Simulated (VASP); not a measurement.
Runs of VASP 6.6.1 on MgS. The structure is that of space group P6/mmm (No. 191), or close to it. The cells are those of the table. 

```tsv
task	cell	k mesh	cutoff (eV)	smearing	gap on the mesh (eV)	pressure (GPa)	relaxed volume (Å³/atom)
single point	a = 6.291, b = 6.291, c = 4.455 Å, angles 90.0, 90.0, 120.0°, 2 atoms	6 × 6 × 6	520	gaussian 0.02 eV	(b)	0.0	-
relaxation of cell and atoms	relaxed from a = 2.953, b = 2.953, c = 6.085 Å, angles 90.0, 90.0, 120.0°, 2 atoms	6 × 6 × 4	600	gaussian 0.1 eV	1.44	0.0	46.35
relaxation of cell and atoms	relaxed from a = 6.291, b = 6.291, c = 4.455 Å, angles 90.0, 90.0, 120.0°, 2 atoms	6 × 6 × 6	600	gaussian 0.02 eV	2.57	0.0	95.02
relaxation of cell and atoms	relaxed from a = 5.609, b = 5.609, c = 4.450 Å, angles 90.0, 90.0, 120.0°, 2 atoms	6 × 6 × 6	600	gaussian 0.02 eV	2.53	0.0	(a)
```

Alike in all rows: level PBE; potentials or basis VASP PAW PBE potentials, release 64 (Mg, S); no spin polarisation.

**Question.** Estimate the missing entries.

**Answer.** (a) 90.53; (b) 2.37.

Caveats: the volume moved by over 15 % at a fixed basis, so the end points are rough (some runs).

A k mesh can miss the band edges.
